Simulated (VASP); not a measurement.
A run of VASP 6.6.1 is set up as follows.

The input INCAR:

```
SYSTEM = Pb
ALGO = Normal
EDIFF = 1E-8
ENCUT = 520
GGA = PE
ISIF = 2
ISMEAR = -1
LASPH = .TRUE.
LCHARG = .FALSE.
LEFG = .TRUE.
LREAL = .FALSE.
LWAVE = .FALSE.
NBANDS = 21
NELM = 100
PREC = Accurate
SIGMA = 0.05
```

KPOINTS

```
k-points
0
G
  8 8 8
  0 0 0
```

File POSCAR:

```
Pb
1.0
    0.0000000000      3.4504253888      3.4504253888
    3.4504253888      0.0000000000      3.4504253888
    3.4504253888      3.4504253888      0.0000000000
Pb
2
Direct
    0.0000000000      0.0000000000      0.0000000000
    0.2500000000      0.2500000000      0.2500000000
```

Potentials or basis: VASP PAW PBE potentials, release 64 (Pb_d).

Command:

```sh
$ cat potpaw_PBE.64/Pb_d/POTCAR > POTCAR
$ mpirun -np 1 vasp_std > vasp.out
```

Q: Estimate the pressure.

A: 2.0 GPa.

Q: Predict the band gap on the k mesh.

A: Zero (band 14 reaches 4.65 eV, above the bottom of band 15 at 3.52 eV).

Caveat: without QUAD_EFG the Cq values of the log hold for a quadrupole moment of 1 mb, not for the nuclei; spin-orbit coupling is left out, which moves the levels of the heavy elements.
